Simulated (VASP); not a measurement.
Ru2Rh (Ru (0001), 3 layers): single point with r2SCAN

Ru2Rh (Ru (0001), 3 layers), a slab with vacuum:

```xyz
3
Lattice="2.7029 0.0000 0.0000 -1.3514 2.3408 0.0000 0.0000 0.0000 20.2644" Properties=species:S:1:pos:R:3 pbc="T T T"
Rh    0.0000    0.0000    8.0785
Ru    0.0000    1.5605   10.1322
Ru    0.0000    0.0000   12.1859
```

| Property | Result |
| --- | --- |
| Program | VASP 6.6.1 |
| Task | single point |
| Functional | r2SCAN |
| Potentials or basis | VASP PAW PBE potentials, release 64 (Rh_pv, Ru_pv) |
| Cutoff | 520 eV |
| k mesh | 15 × 15 × 1 |
| Occupations | fermi-dirac, width 0.05 eV |
| Spin | no spin polarisation |

```
Largest force : 0.846 eV/Å
```

Forces in eV/Å, atoms in the order of the input:
```
Rh   0.000  0.000 -0.662
Ru   0.000  0.000  0.846
Ru   0.000  0.000 -0.183
```

Levels at points of the mesh, in eV from the Fermi level:
| k point | band 19 | band 20 | band 21 | band 22 | band 23 | band 24 |
| --- | --- | --- | --- | --- | --- | --- |
| (0.00, 0.00, 0.00) | -2.34 | -2.34 | -1.18 | -1.18 | -0.38 | 0.13 |

Run time: 2.8 min on 1 thread of Intel(R) Xeon(R) 6975P-C (Granite Rapids), with other jobs on the host, peak memory 0.3 GiB.

Caveat: the PAW data sets were made with another functional, which shifts forces and pressure a little.
